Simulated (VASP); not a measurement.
# Na (Im-3m) in VASP: single point with PBE

Aim: the single point of Na with PBE.

Program: VASP 6.6.1. These are calculated values, not measurements. Logs are shortened: lines on timing, memory, paths and dates and some standing lists are left out, and cuts for length are marked.

## (1) The cell of the first run

The structure is cubic, space group Im-3m (No. 229). The conventional cell has a = 4.230 Å, b = 4.230 Å, c = 4.230 Å, α = 90.00°, β = 90.00°, γ = 90.00°. Within 4.8 Å of Na (site symmetry m-3m) lie 14 Na at 3.66 to 4.23 Å.

## (2) Single point, PBE

Contents of INCAR:

```
  PREC = Accurate
  ENCUT = 520
  EDIFF = 1E-7
  ISMEAR = 0
  SIGMA = 0.05
  LREAL = False
  LASPH = True
  NELM = 60
  ALGO = Normal
  ISIF = 2
  LWAVE = False
  LCHARG = False
  GGA = PE
  NBANDS = 10
```

Contents of KPOINTS:

```
Automatic mesh
0
Gamma
  14 14 14
```

Contents of POSCAR:

```
Na
1.0
   -2.1150000000      2.1150000000      2.1150000000
    2.1150000000     -2.1150000000      2.1150000000
    2.1150000000      2.1150000000     -2.1150000000
Na
1
Direct
    0.0000000000      0.0000000000      0.0000000000
```

Potentials or basis: VASP PAW PBE potentials, release 64 (Na_pv).

On the command line:

```sh
$ cat potpaw_PBE.64/Na_pv/POTCAR > POTCAR
$ mpirun -np 1 vasp_std > vasp.out
```

OUTCAR:

```text
PREC = Accurate
   ENCUT = 520
   EDIFF = 1E-7
   ISMEAR = 0
   LREAL = False
   LASPH = True
   NELM = 60
   ISIF = 2
   GGA = PE

 ion  position               nearest neighbor table
   1  0.000  0.000  0.000-

  LATTYP: Found a body centered cubic cell.
 ALAT       =     4.2300000000

  Lattice vectors:

 A1 = (  -2.1150000000,   2.1150000000,   2.1150000000)
 A2 = (   2.1150000000,  -2.1150000000,   2.1150000000)
 A3 = (   2.1150000000,   2.1150000000,  -2.1150000000)

Analysis of symmetry for initial positions (statically):
=====================================================================
 Subroutine PRICEL returns:
 Original cell was already a primitive cell.

 Routine SETGRP: Setting up the symmetry group for a
 body centered cubic supercell.

 Subroutine GETGRP returns: Found 48 space group operations
 (whereof 48 operations were pure point group operations)
 out of a pool of 48 trial point group operations.

The static configuration has the point symmetry O_h .

Analysis of symmetry for dynamics (positions and initial velocities):
=====================================================================
 Subroutine PRICEL returns:
 Original cell was already a primitive cell.

 Routine SETGRP: Setting up the symmetry group for a
 body centered cubic supercell.

 Subroutine GETGRP returns: Found 48 space group operations
 (whereof 48 operations were pure point group operations)
 out of a pool of 48 trial point group operations.

The dynamic configuration has the point symmetry O_h .

 Subroutine INISYM returns: Found 48 space group operations
 (whereof 48 operations are pure point group operations),
 and found     1 'primitive' translations

----------------------------------------------------------------------------------------

                                     Primitive cell

  volume of cell :      37.8435

  direct lattice vectors                    reciprocal lattice vectors
    -2.115000000  2.115000000  2.115000000     0.000000000  0.236406619  0.236406619
     2.115000000 -2.115000000  2.115000000     0.236406619  0.000000000  0.236406619
     2.115000000  2.115000000 -2.115000000     0.236406619  0.236406619  0.000000000

  length of vectors
     3.663287458  3.663287458  3.663287458     0.334329447  0.334329447  0.334329447

  position of ions in fractional coordinates (direct lattice)
     0.000000000  0.000000000  0.000000000

[... 79 lines left out ...]
   IBRION =     -1    ionic relax: 0-MD 1-quasi-New 2-CG
   NFREE  =      0    steps in history (QN), initial steepest desc. (CG)
   ISIF   =      2    stress and relaxation
   ISYM   =      2    0-nonsym 1-usesym 2-fastsym
   POTIM  = 0.5000    time-step for ionic-motion
   TEBEG  =    0.0;   TEEND  =   0.0 temperature during run
   PSTRESS=    0.0 pullay stress
   NELECT =       7.0000    total number of electrons
   NUPDOWN=      -1.0000    fix difference up-down
   EMIN   =  10.00;   EMAX   =-10.00  energy-range for DOS
   EFERMI =   0.00;   METHOD = LEGACY
   ISMEAR =     0;   SIGMA  =   0.05  broadening in eV -4-tet -1-fermi 0-gaus
   EFERMI_NEDOS =   21; number of points for ismear=-14 and -15
   IALGO  =     38    algorithm
   IMIX   =      4    mixing-type and parameters
     AMIX     =   0.40;   BMIX     =  1.00
     AMIX_MAG =   1.60;   BMIX_MAG =  1.00
  volume/ion in A,a.u.               =      37.84       255.38
  Fermi-wavevector in a.u.,A,eV,Ry     =   0.932776  1.762690 11.838023  0.870070
  Thomas-Fermi vector in A             =   2.059408
   LORBIT       =      0    0 simple, 1 ext, 2 COOP (PROOUT), +10 PAW based schemes
   GGA     = PE    functional components
   LHFCALC =     F    Hartree Fock is set to
   AEXX    =    0.0000 exact exchange contribution
   IVDW    =     0    specifies the selected vdW correction
   LEPSILON=     F    determine dielectric tensor
   LRPA    =     F    only Hartree local field effects (RPA)
 non-spin polarized calculation
 Gauss-broadening in eV      SIGMA  =   0.05
  energy-cutoff  :      520.00
  volume of cell :       37.84
 maximum number of plane-waves:      1048
   NGX = 13   NGY = 13   NGZ = 13

 number of electron       7.0000011 magnetization

 Free energy of the ion-electron system (eV)
  ---------------------------------------------------
  ext. energy  EPLUGINS =         0.00000000
  ---------------------------------------------------
  free energy    TOTEN  =        -1.31037757 eV

  energy without entropy =       -1.30922506  energy(sigma->0) =       -1.30980131

 E-fermi :   0.2356     XC(G=0):  -6.4488

 val. band max:        0.2195500471   @ k =  -0.3571   0.4286   0.1429
 cond. band min:       0.2995941391   @ k =   0.3571   0.0714   0.0714
 fundamental gap:      0.0800440920
 Fermi energy:         0.2356473856

 k-point     1 :       0.0000    0.0000    0.0000
  band No.  band energies     occupation
      1     -24.6474      2.00000
      2     -24.6474      2.00000
      3     -24.6474      2.00000
      4      -2.9646      2.00000
      5      11.8696      0.00000
      6      11.8696      0.00000
      7      11.8696      0.00000
      8      12.8584      0.00000
      9      12.8584      0.00000
     10      13.4062      0.00000
[... 287 lines left out ...]
 k-point    24 :       0.3571    0.2857    0.0000
  band No.  band energies     occupation
      1     -24.6726      2.00000
      2     -24.6675      2.00000
      3     -24.6515      2.00000
      4       1.9686      0.00000
      5       2.3679      0.00000
      6       3.6092      0.00000
      7       8.1561      0.00000
      8      12.3669      0.00000
      9      13.2554      0.00000
     10      14.2862      0.00000

 [... further k-points ...]

------------------------ aborting loop because EDIFF is reached ----------------------------------------

  FORCE on cell =-STRESS in cart. coord.  units (eV):
  Direction    XX          YY          ZZ          XY          YZ          ZX
  --------------------------------------------------------------------------------------
  -------------------------------------------------------------------------------------
  Total       -0.0426918     -0.0426918     -0.0426918      0.0000000      0.0000000     -0.0000000
  in kB       -1.8074391     -1.8074391     -1.8074391      0.0000000      0.0000000     -0.0000000
  external PRESSURE =      -1.8074391 kB  Pullay stress =       0.0000000 kB

 VOLUME and BASIS-vectors are now :
 -----------------------------------------------------------------------------
  energy-cutoff  :      520.00
  volume of cell :       37.84
      direct lattice vectors                 reciprocal lattice vectors
    -2.115000000  2.115000000  2.115000000     0.000000000  0.236406619  0.236406619
     2.115000000 -2.115000000  2.115000000     0.236406619  0.000000000  0.236406619
     2.115000000  2.115000000 -2.115000000     0.236406619  0.236406619  0.000000000

 POSITION                                       TOTAL-FORCE (eV/Angst)
 -----------------------------------------------------------------------------------
      0.00000      0.00000      0.00000        -0.000000      0.000000     -0.000000
 -----------------------------------------------------------------------------------
    total drift:                               -0.000000     -0.000000     -0.000000

  FREE ENERGIE OF THE ION-ELECTRON SYSTEM (eV)
  ---------------------------------------------------
  free  energy   TOTEN  =        -1.3103775720 eV

  energy  without entropy=       -1.3092250556  energy(sigma->0) =       -1.30980131
```

It took 27 s on 1 thread of Intel Xeon 8259CL, shared host; peak memory 0.17 GiB.

What came out:

```yaml
Free_energy: -1.3104 eV
Pressure: -0.2 GPa
Band_gap_on_the_k_mesh: zero (an odd number of electrons rules out a gap without spin polarisation)
```
